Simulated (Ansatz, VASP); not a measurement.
**Ag: VASP beside Ansatz**

```
Ag
1.0
     0.00000    1.98181    2.04310
     1.98181    0.00000    2.04310
     1.98181    1.98181    0.00000
Ag
1
Direct
  0.00000 0.00000 0.00000
```

Change from the starting cell: equal xx and yy strain of -3 %, PAW files.

Alike in both runs: task electric field gradients; functional PBE; k mesh 15 × 15 × 15; occupations fermi-dirac, width 0.05 eV; no spin polarisation.

```csv
,VASP,Ansatz
version,VASP 6.6.1,Ansatz 0.2.0
potentials or method,"VASP PAW PBE potentials, release 64 (Ag)","PAW with Ansatz's default frozen-core files, scalar-relativistic"
plane-wave cutoff (eV),400,420
valence electrons in the cell,11,19
```

```csv
,VASP,Ansatz,Ansatz less VASP
pressure (GPa),12.5,13.1,+0.61
"traceless stress, the component that is largest in VASP (GPa)",-0.87,-0.89,-0.029
size of Vzz on the site where it differs most (V/Å²),1.2,0.1,-1.09
```

VASP's potentials hold 11 valence electrons a cell and Ansatz's 19, so a difference there can come from the potentials and not from the codes.
